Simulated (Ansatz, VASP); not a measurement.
**Re in VASP and in Ansatz**

```
CELL_PARAMETERS angstrom
2.70437 0.00000 0.00000
-1.35218 2.34205 0.00000
0.00000 0.00000 4.36909
ATOMIC_POSITIONS crystal
Re 0.33333 0.66667 0.20319
Re 0.66667 0.33333 0.79681
```

Change from the starting cell: mode 4 frozen in at -0.208 Å, equal normal strain along x, y and z -0.0167.

Alike in both runs: task single point; functional PBEsol; k mesh 18 × 18 × 10; occupations gaussian, width 0.15 eV; no spin polarisation.

|  | VASP | Ansatz |
| --- | --- | --- |
| version | VASP 6.6.1 | Ansatz 0.2.0 |
| potentials or method | VASP PAW PBE potentials, release 64 (Re), cutoff 520 eV | scalar-relativistic, plane waves, PAW |
| valence electrons in the cell | 14 | 30 |

|  | VASP | Ansatz | Ansatz less VASP |
| --- | --- | --- | --- |
| gap on the k mesh at the Fermi level (eV) | none | none | - |
| pressure (GPa) | 60.2 | 59.6 | -0.59 |
| traceless stress, the component that is largest in VASP (GPa) | 11.83 | 13.19 | +1.361 |
| rms of the force components (eV/Å) | 4.886 | 4.990 | +0.1040 |

VASP's potentials were made for PBE, not for PBEsol. Atom by atom the forces differ by 0.104 eV/Å (rms over components). A gap of «none» marks a metal or a gap that the smearing closes. Both programs put the cell under a high pressure, so it lies far from rest at this level. VASP's potentials hold 14 valence electrons a cell and Ansatz's 30, so a difference there can come from the potentials and not from the codes.

Spin-orbit coupling is off throughout. Noted on VASP's run: the cell as given lies far from equilibrium.
